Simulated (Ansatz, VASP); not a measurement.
# CO2 in VASP and in Ansatz

```xyz
6
Lattice="0.0000 2.9681 2.9681 2.9681 0.0000 2.9681 2.9681 2.9681 0.0000" Properties=species:S:1:pos:R:3 pbc="T T T"
C     0.0000    0.0000    0.0000
C     1.4840    1.4840    1.4840
O     3.7101    3.7101    3.7101
O     3.7101    2.2261    2.2261
O     2.2261    2.2261    3.7101
O     2.2261    3.7101    2.2261
```

Alike in both runs: functional PBE; k mesh 12 × 12 × 12; occupations gaussian, width 0.1 eV; collinear spin.

Ansatz relaxed the structure, and its values are those at the end. VASP's run is a single point on that final structure, the one shown.

```csv
,VASP,Ansatz
version,VASP 6.6.1,Ansatz 0.2.0
potentials or method,"VASP PAW PBE potentials, release 64 (C, O), cutoff 520 eV","scalar-relativistic, plane waves, PAW"
valence electrons in the cell,32,32
```

```csv
,VASP,Ansatz,Ansatz less VASP
gap on the k mesh at the Fermi level (eV),none,none,-
pressure (GPa),-0.4,0.0,+0.35
net moment per atom (μB),0.00,0.00,0.000
```

A gap of «none» marks a metal or a gap that the smearing closes. With one functional, cell and mesh, what is left measures potentials, basis and numerics. Ansatz's warnings: seeded moment not kept.
